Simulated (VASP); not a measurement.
A run of VASP 6.6.1 is set up as follows.

Contents of INCAR:

```
SYSTEM = CoO
PREC     = Accurate       ! precision mode
ENCUT    = 520            ! plane-wave cutoff, eV
EDIFF    = 1E-7           ! SCF threshold, eV
ISMEAR   = 0              ! smearing method
SIGMA    = 0.02           ! smearing width, eV
LREAL    = .False.        ! projectors in reciprocal space
LASPH    = .True.         ! aspherical terms in the spheres
NELM     = 150            ! most SCF steps
ALGO     = Normal         ! electronic algorithm
ISIF     = 2              ! what is computed and relaxed
LWAVE    = .False.        ! write WAVECAR
LCHARG   = .True.         ! write CHGCAR
ISPIN    = 2              ! spin polarisation
MAGMOM   = -2.67 2.67 0 0 ! initial moments
LORBIT   = 11             ! projections on sites
LMAXMIX  = 4              ! l up to which the mixer works
LDAU     = .True.         ! DFT+U
LDAUTYPE = 2            
LDAUL    = 2 -1           ! shell
LDAUU    = 3.32 0         ! U, eV
LDAUJ    = 0 0          
LDAUPRINT= 1            
GGA      = PE             ! functional
LELF     = .True.         ! ELF
LVHAR    = .True.       
NBANDS   = 27             ! bands
```

KPOINTS

```
regular mesh
0
Gamma
  12 12 6
  0 0 0
```

The input POSCAR:

```
CoO
1.0
    3.3519669689      0.0000000000      0.0000000000
   -1.6759834845      2.9028885477      0.0000000000
    0.0000000000      0.0000000000      5.3922464758
Co O
2 2
Direct
    0.0000000000      0.0000000000      0.0003591066
    0.3333333333      0.6666666667      0.5003590970
    0.0000000000      0.0000000000      0.3746413977
    0.3333333333      0.6666666667      0.8746413987
```

Potentials or basis: VASP PAW PBE potentials, release 64 (Co, O).

Run with:

```bash
$ cat potpaw_PBE.64/Co/POTCAR potpaw_PBE.64/O/POTCAR > POTCAR
$ mpirun -np 1 vasp_std > vasp.out
```

(1) What does it give for the largest force?

(2) What does it give for the site moments?

(3) Estimate the band gap on the k mesh.

Answers

(1) 0.016 eV/Å.

(2) Co -2.68, +2.68; O +0.08, -0.08 μB.

(3) 1.19 eV (least direct gap 1.27 eV).

Caveat: the cell stands under tension.
